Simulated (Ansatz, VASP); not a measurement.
One calculation of BN, two programs

```
CELL_PARAMETERS angstrom
2.48589 0.02504 -0.00125
-1.22126 2.12844 0.00034
-0.00333 -0.00087 6.61530
ATOMIC_POSITIONS crystal
B 0.33443 0.66105 0.26461
B 0.62886 0.27798 0.74604
N 0.30040 0.62570 0.73981
N 0.73632 0.43527 0.24954
```

Change from the starting cell: all atoms moved at random, cell strained at random.

Alike in both runs: task single point; functional PBE; k mesh 12 × 12 × 4; occupations gaussian, width 0.02 eV; no spin polarisation.

|  | VASP | Ansatz |
| --- | --- | --- |
| version | VASP 6.6.1 | Ansatz 0.2.0 |
| potentials or method | VASP PAW PBE potentials, release 64 (B, N), cutoff 520 eV | scalar-relativistic, plane waves, PAW |
| valence electrons in the cell | 16 | 16 |

Ansatz gave:

* gap on the k mesh at the Fermi level (eV): 2.33
* least direct gap on the mesh (eV): 3.68
* pressure (GPa): 19.0
* traceless stress, the component that is largest in VASP (GPa): 16.91
* rms of the force components (eV/Å): 2.898

Q: Which values does VASP return?

A: gap on the k mesh at the Fermi level (eV): 2.33; least direct gap on the mesh (eV): 3.68; pressure (GPa): 18.9; traceless stress, the component that is largest in VASP (GPa): 16.95; rms of the force components (eV/Å): 2.889.

Atom by atom the forces differ by 0.011 eV/Å (rms over components).
